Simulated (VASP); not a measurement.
# BeSe5 (F-43m) in VASP: further runs

Runs on BeSe5. Level: PBE. Tasks: relaxation of cell and atoms, single point.

Everything below comes from runs of VASP 6.6.1. Logs are shortened: lines on timing, memory, paths and dates and some standing lists are left out, and cuts for length are marked.

### 1 The cell of the first run

It takes space group F-43m (No. 216, cubic). Conventional cell: a = 8.535 Å, b = 8.535 Å, c = 8.535 Å, α = 90.00°, β = 90.00°, γ = 90.00°. Be (site symmetry -43m) has 16 Se at 3.54 to 3.70 Å within 4.6 Å. Se (site symmetry 3m) has 9 Se at 3.00 to 3.54 Å and 3 Be at 3.54 Å within 3.9 Å. Within 4.7 Å of Se (site symmetry -43m) lie 12 Se at 3.54 Å and 4 Be at 3.70 Å.

### 2 Relaxation of cell and atoms, PBE

INCAR reads:

```
ALGO = Normal
EDIFF = 1E-6
EDIFFG = -0.04
ENCUT = 600
GGA = PE
IBRION = 2
ISIF = 3
ISMEAR = 0
LASPH = True
LCHARG = False
LREAL = False
LWAVE = False
NELM = 100
NSW = 90
PREC = Accurate
SIGMA = 0.1
```

KPOINTS reads:

```
k-points
0
Gamma
  4 4 4
```

POSCAR reads:

```
BeSe5
1.0
    0.0000000000      4.2673061400      4.2673061400
    4.2673061400      0.0000000000      4.2673061400
    4.2673061400      4.2673061400      0.0000000000
Be Se
1 5
Direct
    0.2500000000      0.2500000000      0.2500000000
    0.3727328200      0.8757557300      0.8757557300
    0.8757557300      0.3727328200      0.8757557300
    0.8757557300      0.8757557300      0.3727328200
    0.8757557300      0.8757557300      0.8757557300
    0.5000000000      0.5000000000      0.5000000000
```

Potentials or basis: VASP PAW PBE potentials, release 64 (Be, Se).

On the command line:

```
$ cat potpaw_PBE.64/Be/POTCAR potpaw_PBE.64/Se/POTCAR > POTCAR
$ mpirun -np 1 vasp_std > vasp.out
```

OUTCAR:

```text
EDIFF = 1E-6
   EDIFFG = -0.04
   ENCUT = 600
   GGA = PE
   IBRION = 2
   ISIF = 3
   ISMEAR = 0
   LASPH = True
   LREAL = False
   NELM = 100
   NSW = 90
   PREC = Accurate

 ion  position               nearest neighbor table
   1  0.250  0.250  0.250-
   2  0.373  0.876  0.876-
   3  0.876  0.373  0.876-
   4  0.876  0.876  0.373-
   5  0.876  0.876  0.876-
   6  0.500  0.500  0.500-

  LATTYP: Found a face centered cubic cell.
 ALAT       =     8.5346122800

  Lattice vectors:

 A1 = (   0.0000000000,   4.2673061400,   4.2673061400)
 A2 = (   4.2673061400,   0.0000000000,   4.2673061400)
 A3 = (   4.2673061400,   4.2673061400,   0.0000000000)

Analysis of symmetry for initial positions (statically):
=====================================================================
 Subroutine PRICEL returns:
 Original cell was already a primitive cell.

 Routine SETGRP: Setting up the symmetry group for a
 face centered cubic supercell.

 Subroutine GETGRP returns: Found 24 space group operations
 (whereof 24 operations were pure point group operations)
 out of a pool of 48 trial point group operations.

The static configuration has the point symmetry T_d .

Analysis of symmetry for dynamics (positions and initial velocities):
=====================================================================
 Subroutine PRICEL returns:
 Original cell was already a primitive cell.

 Routine SETGRP: Setting up the symmetry group for a
 face centered cubic supercell.

 Subroutine GETGRP returns: Found 24 space group operations
 (whereof 24 operations were pure point group operations)
 out of a pool of 48 trial point group operations.

The dynamic configuration has the point symmetry T_d .

 Subroutine INISYM returns: Found 24 space group operations
 (whereof 24 operations are pure point group operations),
 and found     1 'primitive' translations

----------------------------------------------------------------------------------------

                                     Primitive cell

  volume of cell :     155.4145

  direct lattice vectors                    reciprocal lattice vectors
     0.000000000  4.267306140  4.267306140    -0.117169939  0.117169939  0.117169939
     4.267306140  0.000000000  4.267306140     0.117169939 -0.117169939  0.117169939
     4.267306140  4.267306140  0.000000000     0.117169939  0.117169939 -0.117169939

  length of vectors
     6.034882218  6.034882218  6.034882218     0.202944287  0.202944287  0.202944287

  position of ions in fractional coordinates (direct lattice)
     0.250000000  0.250000000  0.250000000
     0.372732820  0.875755730  0.875755730
     0.875755730  0.372732820  0.875755730
     0.875755730  0.875755730  0.372732820
     0.875755730  0.875755730  0.875755730
     0.500000000  0.500000000  0.500000000

  ion indices of the primitive-cell ions
   primitive index   ion index
                 1           1
                 2           2
                 3           3
                 4           4
                 5           5
                 6           6

----------------------------------------------------------------------------------------

 KPOINTS: k-points

Automatic generation of k-mesh.
 Grid dimensions read from file:
 generate k-points for:    4    4    4

 Generating k-lattice:

  Cartesian coordinates                     Fractional coordinates (reciprocal lattice)
    -0.029292485  0.029292485  0.029292485     0.250000000  0.000000000  0.000000000
     0.029292485 -0.029292485  0.029292485     0.000000000  0.250000000  0.000000000
     0.029292485  0.029292485 -0.029292485     0.000000000  0.000000000  0.250000000

  Length of vectors
     0.050736072  0.050736072  0.050736072

  Shift w.r.t. Gamma in fractional coordinates (k-lattice)
     0.000000000  0.000000000  0.000000000

 Subroutine IBZKPT returns following result:
 ===========================================

 Found      8 irreducible k-points:

 Following reciprocal coordinates:
            Coordinates               Weight
  0.000000  0.000000  0.000000      1.000000
  0.250000  0.000000  0.000000      8.000000
  0.500000  0.000000  0.000000      4.000000
  0.250000  0.250000  0.000000      6.000000
  0.500000  0.250000  0.000000     24.000000
 -0.250000  0.250000  0.000000     12.000000
  0.500000  0.500000  0.000000      3.000000
 -0.250000  0.500000  0.250000      6.000000
   k-points           NKPTS =      8   k-points in BZ     NKDIM =      8   number of bands    NBANDS=     20
   number of dos      NEDOS =    301   number of ions     NIONS =      6
   total plane-waves  NPLWV = 110592
   dimension x,y,z NGX =    48 NGY =   48 NGZ =   48
   dimension x,y,z NGXF=    96 NGYF=   96 NGZF=   96
   ions per type =               1   5
   NGX,Y,Z   is equivalent  to a cutoff of  13.22, 13.22, 13.22 a.u.
   NGXF,Y,Z  is equivalent  to a cutoff of  26.45, 26.45, 26.45 a.u.
 SYSTEM =  unknown system
   PREC   = accura    normal or accurate (medium, high low for compatibility)
   ISTART =      0    job   : 0-new  1-cont  2-samecut
   ICHARG =      2    charge: 1-file 2-atom 10-const
   ISPIN  =      1    spin polarized calculation?
   LNONCOLLINEAR =      F non collinear calculations
   LSORBIT =      F    spin-orbit coupling
   LASPH  =      T    aspherical Exc in radial PAW
   ENCUT  =  600.0 eV  44.10 Ry    6.64 a.u.  12.05 12.05 12.05*2*pi/ulx,y,z
   NELM   =    100;   NELMIN=  2; NELMDL= -5     # of ELM steps
   EDIFF  = 0.1E-05   stopping-criterion for ELM
   LREAL  =      F    real-space projection
   EDIFFG = -.4E-01   stopping-criterion for IOM
   NSW    =     90    number of steps for IOM
   IBRION =      2    ionic relax: 0-MD 1-quasi-New 2-CG
   NFREE  =      1    steps in history (QN), initial steepest desc. (CG)
   ISIF   =      3    stress and relaxation
   ISYM   =      2    0-nonsym 1-usesym 2-fastsym
   POTIM  = 0.5000    time-step for ionic-motion
   TEBEG  =    0.0;   TEEND  =   0.0 temperature during run
   PSTRESS=    0.0 pullay stress
   NELECT =      32.0000    total number of electrons
   NUPDOWN=      -1.0000    fix difference up-down
   EMIN   =  10.00;   EMAX   =-10.00  energy-range for DOS
   EFERMI =   0.00;   METHOD = LEGACY
   ISMEAR =     0;   SIGMA  =   0.10  broadening in eV -4-tet -1-fermi 0-gaus
   EFERMI_NEDOS =   21; number of points for ismear=-14 and -15
   IALGO  =     38    algorithm
   IMIX   =      4    mixing-type and parameters
     AMIX     =   0.40;   BMIX     =  1.00
     AMIX_MAG =   1.60;   BMIX_MAG =  1.00
  volume/ion in A,a.u.               =      25.90       174.80
  Fermi-wavevector in a.u.,A,eV,Ry     =   0.966706  1.826809 12.714920  0.934520
  Thomas-Fermi vector in A             =   2.096530
   LORBIT       =      0    0 simple, 1 ext, 2 COOP (PROOUT), +10 PAW based schemes
   GGA     = PE    functional components
   LHFCALC =     F    Hartree Fock is set to
   AEXX    =    0.0000 exact exchange contribution
   IVDW    =     0    specifies the selected vdW correction
   LEPSILON=     F    determine dielectric tensor
   LRPA    =     F    only Hartree local field effects (RPA)
 conjugate gradient relaxation of ions
 non-spin polarized calculation
 Gauss-broadening in eV      SIGMA  =   0.10
  energy-cutoff  :      600.00
  volume of cell :      155.41
 maximum number of plane-waves:      5218
   NGX = 25   NGY = 25   NGZ = 25

--------------------------------------- Ionic step        1  -------------------------------------------

 number of electron      31.9999997 magnetization

 Free energy of the ion-electron system (eV)
  ---------------------------------------------------
  ext. energy  EPLUGINS =         0.00000000
  ---------------------------------------------------
  free energy    TOTEN  =       -14.29193050 eV

  energy without entropy =      -14.22019263  energy(sigma->0) =      -14.25606156

------------------------ aborting loop because EDIFF is reached ----------------------------------------

  FORCE on cell =-STRESS in cart. coord.  units (eV):
  Direction    XX          YY          ZZ          XY          YZ          ZX
  --------------------------------------------------------------------------------------
  -------------------------------------------------------------------------------------
  Total       -6.4563658     -6.4563658     -6.4563658      0.0000000      0.0000000      0.0000000
  in kB      -66.5590803    -66.5590803    -66.5590803      0.0000000      0.0000000      0.0000000
  external PRESSURE =     -66.5590803 kB  Pullay stress =       0.0000000 kB

 VOLUME and BASIS-vectors are now :
 -----------------------------------------------------------------------------
  energy-cutoff  :      600.00
  volume of cell :      155.41
      direct lattice vectors                 reciprocal lattice vectors
     0.000000000  4.267306140  4.267306140    -0.117169939  0.117169939  0.117169939
     4.267306140  0.000000000  4.267306140     0.117169939 -0.117169939  0.117169939
     4.267306140  4.267306140  0.000000000     0.117169939  0.117169939 -0.117169939
[... 41 lines left out ...]
 POSITION                                       TOTAL-FORCE (eV/Angst)
 -----------------------------------------------------------------------------------
      2.02289      2.02289      2.02289        -0.000000     -0.000000     -0.000000
      7.08782      5.04952      5.04952         0.001989     -0.001989     -0.001989
      5.04952      7.08782      5.04952        -0.001989      0.001989     -0.001989
      5.04952      5.04952      7.08782        -0.001989     -0.001989      0.001989
      7.08782      7.08782      7.08782         0.001989      0.001989      0.001989
      4.04578      4.04578      4.04578        -0.000000     -0.000000     -0.000000
 -----------------------------------------------------------------------------------
    total drift:                               -0.000030     -0.000030     -0.000030

  FREE ENERGIE OF THE ION-ELECTRON SYSTEM (eV)
  ---------------------------------------------------
  free  energy   TOTEN  =       -14.9254749008 eV

  energy  without entropy=      -14.8618596708  energy(sigma->0) =      -14.89366729

--------------------------------------- Ionic step        3  -------------------------------------------

 number of electron      31.9999999 magnetization

 Free energy of the ion-electron system (eV)
  ---------------------------------------------------
  ext. energy  EPLUGINS =         0.00000000
  ---------------------------------------------------
  free energy    TOTEN  =       -14.93842196 eV

  energy without entropy =      -14.87622942  energy(sigma->0) =      -14.90732569

 E-fermi :   4.4429     XC(G=0):  -9.8238

 val. band max:        4.3809771381   @ k =  -0.2500   0.5000   0.2500
 cond. band min:       4.4671758448   @ k =   0.2500   0.0000   0.0000
 fundamental gap:      0.0861987067
 Fermi energy:         4.4429015128

 k-point     1 :       0.0000    0.0000    0.0000
  band No.  band energies     occupation
      1     -11.7421      2.00000
      2      -7.8713      2.00000
      3      -7.8713      2.00000
      4      -7.8713      2.00000
      5      -7.3154      2.00000
      6      -3.5895      2.00000
[... 12 lines left out ...]
     19       6.3251      0.00000
     20       6.3251      0.00000
[... 181 lines left out ...]
 POSITION                                       TOTAL-FORCE (eV/Angst)
 -----------------------------------------------------------------------------------
      2.00742      2.00742      2.00742        -0.000000     -0.000000     -0.000000
      7.03385      5.01067      5.01067        -0.004197      0.004197      0.004197
      5.01067      7.03385      5.01067         0.004197     -0.004197      0.004197
      5.01067      5.01067      7.03385         0.004197      0.004197     -0.004197
      7.03385      7.03385      7.03385        -0.004197     -0.004197     -0.004197
      4.01484      4.01484      4.01484        -0.000000     -0.000000     -0.000000
 -----------------------------------------------------------------------------------
    total drift:                               -0.000030     -0.000030     -0.000030

  FREE ENERGIE OF THE ION-ELECTRON SYSTEM (eV)
  ---------------------------------------------------
  free  energy   TOTEN  =       -14.9384219577 eV

  energy  without entropy=      -14.8762294159  energy(sigma->0) =      -14.90732569

 reached required accuracy - stopping structural energy minimisation
```

Wall time 51 s (1 thread of Intel Xeon 6975P-C (Granite Rapids), shared host); peak memory 0.33 GiB.

Results:

```yaml
Free_energy: -14.9384 eV
Relaxed_volume: 21.57 Å³/atom
Relaxed_cell: a = 5.678 Å, b = 5.678 Å, c = 5.678 Å, α = 60.00°, β = 60.00°, γ = 60.00°
Space_group_after_relaxing_to_0.05_Å: F-43m (No. 216)
Energy_gained_by_relaxing: 107.7 meV/atom
Ionic_steps: 3
Pressure_after_relaxing: -0.1 GPa
Largest_force_after_relaxing: 0.007 eV/Å
Band_gap_on_the_k_mesh: zero (band 16 reaches 5.81 eV, above the bottom of band 17 at 4.47 eV)
```

Forces in eV/Å, atoms in the order of the input:
```
Be   0.000  0.000  0.000
Se  -0.004  0.004  0.004
Se   0.004 -0.004  0.004
Se   0.004  0.004 -0.004
Se  -0.004 -0.004 -0.004
Se   0.000  0.000  0.000
```

Step by step:
```tsv
step	energy change (eV)	largest force (eV/Å)	pressure (GPa)	volume (Å³)
1	0.0000	0.0602	-6.66	155.41
2	-0.6335	0.0034	-1.27	132.45
3	-0.6465	0.0073	-0.08	129.43
```

Final structure:
```cif
data_structure
_symmetry_space_group_name_H-M 'P 1'
_symmetry_Int_Tables_number 1
_cell_length_a 5.6778
_cell_length_b 5.6778
_cell_length_c 5.6778
_cell_angle_alpha 60.000
_cell_angle_beta 60.000
_cell_angle_gamma 60.000
_cell_volume 129.43
loop_
_atom_site_label
_atom_site_type_symbol
_atom_site_fract_x
_atom_site_fract_y
_atom_site_fract_z
_atom_site_occupancy
Be1 Be 0.25000 0.25000 0.25000 1
Se1 Se 0.37206 0.87598 0.87598 1
Se2 Se 0.87598 0.37206 0.87598 1
Se3 Se 0.87598 0.87598 0.37206 1
Se4 Se 0.87598 0.87598 0.87598 1
Se5 Se 0.50000 0.50000 0.50000 1
```

Caveat: the volume moved by over 15 % at a fixed basis, so the end points are rough.

[end of part 1 of 3]
